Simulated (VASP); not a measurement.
# FePt (P4/mmm) in VASP: further runs

FePt is run at these levels: PBEsol; tasks: single point.

All numbers are computed with VASP 6.6.1; they aren't measurements. Logs are shortened: lines on timing, memory, paths and dates and some standing lists are left out, and cuts for length are marked.

**1. The cell of the first run**

Symmetry: P4/mmm, No. 123, tetragonal system. Conventional cell: a = 2.688 Å, b = 2.688 Å, c = 3.716 Å, α = 90.00°, β = 90.00°, γ = 90.00°. Fe (site symmetry 4/mmm) has 8 Pt at 2.66 Å and 4 Fe at 2.69 Å within 3.5 Å. Pt (site symmetry 4/mmm) has 8 Fe at 2.66 Å and 4 Pt at 2.69 Å within 3.5 Å.

**2. Single point, PBEsol, collinear spin, ferromagnetic start**

The input, INCAR:

```
SYSTEM = FePt
  PREC = Accurate
  ENCUT = 520
  EDIFF = 1E-6
  ISMEAR = -1
  SIGMA = 0.1
  LREAL = .FALSE.
  LASPH = .TRUE.
  NELM = 150
  ALGO = Normal
  ISIF = 2
  LWAVE = .FALSE.
  LCHARG = .TRUE.
  ISPIN = 2
  MAGMOM = 2.9 0.4
  LORBIT = 11
  LMAXMIX = 4
  GGA = PS
  LELF = .TRUE.
  LVHAR = .TRUE.
  NBANDS = 20
```

The input, KPOINTS:

```
regular mesh
0
G
  14 14 10
  0 0 0
```

The input, POSCAR:

```
FePt
1.0
    2.6879354321      0.0000000000      0.0000000000
    0.0000000000      2.6879354321      0.0000000000
    0.0000000000      0.0000000000      3.7164577630
Fe Pt
1 1
Direct
    0.0000000000      0.0000000000      0.0000000000
    0.5000000000      0.5000000000      0.5000000000
```

Potentials or basis: VASP PAW PBE potentials, release 64 (Fe, Pt).

Launch:

```
cat potpaw_PBE.64/Fe/POTCAR potpaw_PBE.64/Pt/POTCAR > POTCAR
mpirun -np 1 vasp_std > vasp.out
```

OUTCAR:

```text
SYSTEM = FePt
   PREC = Accurate
   ENCUT = 520
   EDIFF = 1E-6
   ISMEAR = -1
   LREAL = .FALSE.
   LASPH = .TRUE.
   NELM = 150
   ISIF = 2
   ISPIN = 2
   LORBIT = 11
   GGA = PS

 ion  position               nearest neighbor table
   1  0.000  0.000  0.000-   2 2.66   2 2.66   2 2.66   2 2.66   2 2.66   2 2.66   2 2.66   2 2.66

   2  0.500  0.500  0.500-   1 2.66   1 2.66   1 2.66   1 2.66   1 2.66   1 2.66   1 2.66   1 2.66

  LATTYP: Found a simple tetragonal cell.
 ALAT       =     2.6879354321
 C/A-ratio  =     1.3826439871

  Lattice vectors:

 A1 = (   2.6879354321,   0.0000000000,   0.0000000000)
 A2 = (   0.0000000000,   2.6879354321,   0.0000000000)
 A3 = (   0.0000000000,   0.0000000000,   3.7164577630)

Analysis of symmetry for initial positions (statically):
=====================================================================
 Subroutine PRICEL returns:
 Original cell was already a primitive cell.

 Routine SETGRP: Setting up the symmetry group for a
 simple tetragonal supercell.

 Subroutine GETGRP returns: Found 16 space group operations
 (whereof 16 operations were pure point group operations)
 out of a pool of 16 trial point group operations.

The static configuration has the point symmetry D_4h.

Analysis of symmetry for dynamics (positions and initial velocities):
=====================================================================
 Subroutine PRICEL returns:
 Original cell was already a primitive cell.

 Routine SETGRP: Setting up the symmetry group for a
 simple tetragonal supercell.

 Subroutine GETGRP returns: Found 16 space group operations
 (whereof 16 operations were pure point group operations)
 out of a pool of 16 trial point group operations.

The dynamic configuration has the point symmetry D_4h.

Analysis of structural, dynamic, and magnetic symmetry:
=====================================================================
 Subroutine PRICEL returns:
 Original cell was already a primitive cell.

 Routine SETGRP: Setting up the symmetry group for a
 simple tetragonal supercell.

 Subroutine GETGRP returns: Found 16 space group operations
 (whereof 16 operations were pure point group operations)
 out of a pool of 16 trial point group operations.

The overall configuration has the point symmetry D_4h.

 Subroutine INISYM returns: Found 16 space group operations
 (whereof 16 operations are pure point group operations),
 and found     1 'primitive' translations

----------------------------------------------------------------------------------------

                                     Primitive cell

  volume of cell :      26.8514

  direct lattice vectors                    reciprocal lattice vectors
     2.687935432  0.000000000  0.000000000     0.372032746  0.000000000  0.000000000
     0.000000000  2.687935432  0.000000000     0.000000000  0.372032746  0.000000000
     0.000000000  0.000000000  3.716457763     0.000000000  0.000000000  0.269073420

  length of vectors
     2.687935432  2.687935432  3.716457763     0.372032746  0.372032746  0.269073420

  position of ions in fractional coordinates (direct lattice)
     0.000000000  0.000000000  0.000000000
     0.500000000  0.500000000  0.500000000

  ion indices of the primitive-cell ions
   primitive index   ion index
                 1           1
                 2           2

----------------------------------------------------------------------------------------

 KPOINTS: regular mesh

Automatic generation of k-mesh.
 Grid dimensions read from file:
 generate k-points for:   14   14   10

 Generating k-lattice:

  Cartesian coordinates                     Fractional coordinates (reciprocal lattice)
     0.026573768  0.000000000  0.000000000     0.071428571  0.000000000  0.000000000
     0.000000000  0.026573768  0.000000000     0.000000000  0.071428571  0.000000000
     0.000000000  0.000000000  0.026907342     0.000000000  0.000000000  0.100000000

  Length of vectors
     0.026573768  0.026573768  0.026907342

  Shift w.r.t. Gamma in fractional coordinates (k-lattice)
     0.000000000  0.000000000  0.000000000

 Subroutine IBZKPT returns following result:
 ===========================================

 Found    216 irreducible k-points:

 Following reciprocal coordinates:
            Coordinates               Weight
  0.000000  0.000000  0.000000      1.000000
  0.071429  0.000000  0.000000      4.000000
  0.142857  0.000000  0.000000      4.000000
  0.214286  0.000000  0.000000      4.000000
  0.285714  0.000000  0.000000      4.000000
  0.357143  0.000000  0.000000      4.000000
[... 16 lines left out ...]
  0.285714  0.214286  0.000000      8.000000
  0.357143  0.214286  0.000000      8.000000
 [... further k-points ...]
   k-points           NKPTS =    216   k-points in BZ     NKDIM =    216   number of bands    NBANDS=     20
   number of dos      NEDOS =    301   number of ions     NIONS =      2
   total plane-waves  NPLWV =  11200
   dimension x,y,z NGX =    20 NGY =   20 NGZ =   28
   dimension x,y,z NGXF=    40 NGYF=   40 NGZF=   56
   ions per type =               1   1
   NGX,Y,Z   is equivalent  to a cutoff of  12.37, 12.37, 12.53 a.u.
   NGXF,Y,Z  is equivalent  to a cutoff of  24.74, 24.74, 25.05 a.u.
 SYSTEM =  FePt
   PREC   = accura    normal or accurate (medium, high low for compatibility)
   ISTART =      0    job   : 0-new  1-cont  2-samecut
   ICHARG =      2    charge: 1-file 2-atom 10-const
   ISPIN  =      2    spin polarized calculation?
   LNONCOLLINEAR =      F non collinear calculations
   LSORBIT =      F    spin-orbit coupling
   LASPH  =      T    aspherical Exc in radial PAW
   ENCUT  =  520.0 eV  38.22 Ry    6.18 a.u.   5.00  5.00  6.91*2*pi/ulx,y,z
   NELM   =    150;   NELMIN=  2; NELMDL= -5     # of ELM steps
   EDIFF  = 0.1E-05   stopping-criterion for ELM
   LREAL  =      F    real-space projection
   EDIFFG = 0.1E-04   stopping-criterion for IOM
   NSW    =      0    number of steps for IOM
   IBRION =     -1    ionic relax: 0-MD 1-quasi-New 2-CG
   NFREE  =      0    steps in history (QN), initial steepest desc. (CG)
   ISIF   =      2    stress and relaxation
   ISYM   =      2    0-nonsym 1-usesym 2-fastsym
   POTIM  = 0.5000    time-step for ionic-motion
   TEBEG  =    0.0;   TEEND  =   0.0 temperature during run
   PSTRESS=    0.0 pullay stress
   NELECT =      18.0000    total number of electrons
   NUPDOWN=      -1.0000    fix difference up-down
   EMIN   =  10.00;   EMAX   =-10.00  energy-range for DOS
   EFERMI =   0.00;   METHOD = LEGACY
   ISMEAR =    -1;   SIGMA  =   0.10  broadening in eV -4-tet -1-fermi 0-gaus
   EFERMI_NEDOS =   21; number of points for ismear=-14 and -15
   IALGO  =     38    algorithm
   IMIX   =      4    mixing-type and parameters
     AMIX     =   0.40;   BMIX     =  1.00
     AMIX_MAG =   1.60;   BMIX_MAG =  1.00
  volume/ion in A,a.u.               =      13.43        90.60
  Fermi-wavevector in a.u.,A,eV,Ry     =   1.432771  2.707544 27.930476  2.052832
  Thomas-Fermi vector in A             =   2.552362
   LORBIT       =     11    0 simple, 1 ext, 2 COOP (PROOUT), +10 PAW based schemes
   GGA     = PS    functional components
   LHFCALC =     F    Hartree Fock is set to
   AEXX    =    0.0000 exact exchange contribution
   IVDW    =     0    specifies the selected vdW correction
   LEPSILON=     F    determine dielectric tensor
   LRPA    =     F    only Hartree local field effects (RPA)
 spin polarized calculation
  energy-cutoff  :      520.00
  volume of cell :       26.85
 maximum number of plane-waves:       748
 NGX is ok and might be reduce to    20
   NGX =  9   NGY =  9   NGZ = 13

 number of electron      18.0000011 magnetization       3.2042637

 Free energy of the ion-electron system (eV)
  ---------------------------------------------------
  ext. energy  EPLUGINS =         0.00000000
  ---------------------------------------------------
  free energy    TOTEN  =       -16.31275668 eV

  energy without entropy =      -16.26612197  energy(sigma->0) =      -16.28943933

 E-fermi :   8.9084     XC(G=0): -13.3635

 val. band max:        8.9076689195   @ k =   0.2143   0.2143   0.4000
 cond. band min:       8.9099469458   @ k =   0.4286   0.1429   0.1000
 fundamental gap:      0.0022780263
 Fermi energy:         8.9084298083

 spin component 1

 k-point     1 :       0.0000    0.0000    0.0000
  band No.  band energies     occupation
      1      -0.9810      1.00000
      2       2.3318      1.00000
      3       2.4796      1.00000
      4       5.4430      1.00000
      5       5.4430      1.00000
      6       5.9335      1.00000
[... 12 lines left out ...]
     19      30.7006      0.00000
     20      30.7006      0.00000

 k-point     2 :       0.0714    0.0000    0.0000
  band No.  band energies     occupation
      1      -0.8426      1.00000
      2       2.4095      1.00000
      3       2.5737      1.00000
      4       5.3798      1.00000
      5       5.4829      1.00000
      6       5.9719      1.00000
[... 498 lines left out ...]
 k-point    24 :       0.3571    0.2143    0.0000
  band No.  band energies     occupation
      1       2.4179      1.00000
      2       3.5944      1.00000
      3       3.7854      1.00000
      4       4.4093      1.00000
      5       4.7059      1.00000
      6       5.9472      1.00000
[... 12 lines left out ...]
     19      29.8324      0.00000
     20      31.4681      0.00000

 [... further k-points ...]

 spin component 2

 k-point     1 :       0.0000    0.0000    0.0000
  band No.  band energies     occupation
      1      -0.8026      1.00000
      2       2.8378      1.00000
      3       2.8804      1.00000
      4       6.4886      1.00000
      5       6.4886      1.00000
      6       8.0402      0.99983
[... 12 lines left out ...]
     19      30.8434      0.00000
     20      30.8434      0.00000

 k-point     2 :       0.0714    0.0000    0.0000
  band No.  band energies     occupation
      1      -0.6632      1.00000
      2       2.9047      1.00000
      3       2.9887      1.00000
      4       6.3468      1.00000
      5       6.5274      1.00000
      6       8.0768      0.99976
[... 498 lines left out ...]
 k-point    24 :       0.3571    0.2143    0.0000
  band No.  band energies     occupation
      1       2.7308      1.00000
      2       4.1981      1.00000
      3       4.3436      1.00000
      4       5.0546      1.00000
      5       5.2749      1.00000
      6       6.8682      1.00000
[... 12 lines left out ...]
     19      30.1331      0.00000
     20      32.0707      0.00000

 [... further k-points ...]
[... 5 lines left out ...]
  --------------------------------------------------------------------------------------
  -------------------------------------------------------------------------------------
  Total       -0.0549233     -0.0549233     -0.0392391      0.0000000      0.0000000      0.0000000
  in kB       -3.2771788     -3.2771788     -2.3413292      0.0000000      0.0000000      0.0000000
  external PRESSURE =      -2.9652289 kB  Pullay stress =       0.0000000 kB

 VOLUME and BASIS-vectors are now :
 -----------------------------------------------------------------------------
  energy-cutoff  :      520.00
  volume of cell :       26.85
      direct lattice vectors                 reciprocal lattice vectors
     2.687935432  0.000000000  0.000000000     0.372032746  0.000000000  0.000000000
     0.000000000  2.687935432  0.000000000     0.000000000  0.372032746  0.000000000
     0.000000000  0.000000000  3.716457763     0.000000000  0.000000000  0.269073420

 POSITION                                       TOTAL-FORCE (eV/Angst)
 -----------------------------------------------------------------------------------
      0.00000      0.00000      0.00000         0.000000      0.000000      0.000000
      1.34397      1.34397      1.85823         0.000000      0.000000      0.000000
 -----------------------------------------------------------------------------------
    total drift:                               -0.000000      0.000000      0.000000

  FREE ENERGIE OF THE ION-ELECTRON SYSTEM (eV)
  ---------------------------------------------------
  free  energy   TOTEN  =       -16.3127566835 eV

  energy  without entropy=      -16.2661219735  energy(sigma->0) =      -16.28943933

 total charge

# of ion       s       p       d       tot
------------------------------------------
    1        0.422   0.477   6.148   7.047
    2        0.723   0.701   8.062   9.486
--------------------------------------------------
tot          1.145   1.179  14.210  16.534

 magnetization (x)

# of ion       s       p       d       tot
------------------------------------------
    1        0.003  -0.005   2.854   2.852
    2       -0.024  -0.064   0.405   0.316
--------------------------------------------------
tot         -0.022  -0.069   3.259   3.168
```

It took 1.9 min on 1 thread of Intel Xeon Platinum 8488C (Sapphire Rapids), shared host; peak memory 0.29 GiB.

Results:

* Free energy: -16.3128 eV
* Pressure: -0.3 GPa
* Net moment: 3.20 μB per cell
* Site moments: Fe +2.85; Pt +0.32 μB
* Valence electrons inside the program's atomic spheres: Fe 7.05; Pt 9.49

Caveat: the PAW data sets were made with another functional, which shifts forces and pressure a little; spin-orbit coupling is left out, which moves the levels of the heavy elements.

[end of part 1 of 2]
